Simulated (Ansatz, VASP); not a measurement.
## Two plane-wave programs on SiB3W

Contents of INCAR:

```
SYSTEM = SiB3W
ALGO = Normal
EDIFF = 1E-6
ENCUT = 520
GGA = PE
ISIF = 2
ISMEAR = 0
LASPH = .TRUE.
LCHARG = .TRUE.
LELF = .TRUE.
LREAL = .FALSE.
LVHAR = .TRUE.
LWAVE = .FALSE.
NBANDS = 38
NELM = 80
PREC = Accurate
SIGMA = 0.1
```

The input KPOINTS:

```
k-points
0
G
  4 4 4
  0 0 0
```

POSCAR

```
SiB3W
1.0
    3.8967458383      0.0000000000      0.0000000000
    0.1292457560      4.4594965601      0.0000000000
    0.4822785402      0.8345776396      6.5186497076
Si B W
2 6 2
Direct
    0.9698814875      0.4480660649      0.5373215953
    0.9100148307      0.9406287956      0.9726321117
    0.1982288368      0.7183209227      0.7478785165
    0.0075695585      0.0079070385      0.2768757934
    0.0210035589      0.3397617368      0.1209295439
    0.9533604957      0.9804234114      0.5502617285
    0.9408897406      0.4185186139      0.8731765064
    0.0506747383      0.6401528008      0.2423788707
    0.4652820312      0.2031538909      0.7320634016
    0.4830947219      0.8030667243      0.4464819319
```

Input for Ansatz:

```yaml
crystal:
  lattice:
    - [3.8967458383, 0.0, 0.0]
    - [0.129245756, 4.4594965601, 0.0]
    - [0.4822785402, 0.8345776396, 6.5186497076]
  atoms:
    - { symbol: Si, position: [0.9698814875, 0.4480660649, 0.5373215953] }
    - { symbol: Si, position: [0.9100148307, 0.9406287956, 0.9726321117] }
    - { symbol: B, position: [0.1982288368, 0.7183209227, 0.7478785165] }
    - { symbol: B, position: [0.0075695585, 0.0079070385, 0.2768757934] }
    - { symbol: B, position: [0.0210035589, 0.3397617368, 0.1209295439] }
    - { symbol: B, position: [0.9533604957, 0.9804234114, 0.5502617285] }
    - { symbol: B, position: [0.9408897406, 0.4185186139, 0.8731765064] }
    - { symbol: B, position: [0.0506747383, 0.6401528008, 0.2423788707] }
    - { symbol: W, position: [0.4652820312, 0.2031538909, 0.7320634016] }
    - { symbol: W, position: [0.4830947219, 0.8030667243, 0.4464819319] }
basis:
  ecutwfc: 420
kpoints:
  mp_grid: { grid: [4, 4, 4] }
hamiltonian:
  xc: pbe
scf:
  occupations: { method: gaussian, width: 0.1 }
  lower_state_search: "off"
output:
  forces: true
  stress: true
  eigenvalues: true
```

Change from the starting cell: the structure that the rattled cell fell into.

Alike in both runs: task single point; functional PBE; k mesh 4 × 4 × 4; occupations gaussian, width 0.1 eV; no spin polarisation.

```csv
,VASP,Ansatz
version,VASP 6.6.1,Ansatz 0.2.0
potentials or method,"VASP PAW PBE potentials, release 64 (Si, B, W_sv), cutoff 520 eV","scalar-relativistic, plane waves, PAW"
valence electrons in the cell,54,54
```

Ansatz gave:

```
gap on the k mesh at the Fermi level (eV)                     : none
pressure (GPa)                                                : 0.3
traceless stress, the component that is largest in VASP (GPa) : -1.19
rms of the force components (eV/Å)                            : 0.135
```

Question: Estimate VASP's values.

Answer: gap on the k mesh at the Fermi level (eV): none; pressure (GPa): 0.4; traceless stress, the component that is largest in VASP (GPa): -1.19; rms of the force components (eV/Å): 0.134.

Atom by atom the forces differ by 0.006 eV/Å (rms over components). A gap of «none» marks a metal or a gap that the smearing closes.

The k mesh is coarse, so the values compare programs but aren't converged. Neither program's run includes spin-orbit coupling.
